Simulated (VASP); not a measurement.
ZnAu, 2 atoms in the cell. Symmetry: Amm2, No. 38, orthorhombic system. Conventional cell: a = 3.147 Å, b = 4.451 Å, c = 4.451 Å, α = 90.00°, β = 90.00°, γ = 90.00°. Within 3.4 Å of Zn (site symmetry mm2) lie 8 Au at 2.54 to 2.91 Å and 6 Zn at 3.15 Å. Within 3.4 Å of Au (site symmetry mm2) lie 8 Zn at 2.54 to 2.91 Å and 6 Au at 3.15 Å.  This cell differs from its parent crystal: all Au atoms moved +0.225 Å, as atom 2 along Cartesian [1 -1 0].

- Program: VASP 6.6.1
- Task: single point
- Functional: PBE
- Potentials or basis: VASP PAW PBE potentials, release 64 (Zn, Au)
- Cutoff: 520 eV
- k mesh: 16 × 16 × 16
- Occupations: gaussian, width 0.15 eV
- Spin: no spin polarisation
- Dipole correction: no
- Further INCAR settings: ALGO = Fast; EDIFF = 1e-07; NBANDS = 18

Potentials or basis: VASP PAW PBE potentials, release 64 (Zn, Au).

Command:

```bash
$ cat potpaw_PBE.64/Zn/POTCAR potpaw_PBE.64/Au/POTCAR > POTCAR
$ mpirun -np 1 vasp_std > vasp.out
```

Hardware: 1 thread of Oxide Virtual Turin-like Processor, on a shared host.

Estimate the wall time of this run.

Run time: 6.8 min on 1 thread of Oxide Virtual Turin-like Processor (shared host), peak memory 0.43 GiB. Counts: scf iterations 15, k points 657.
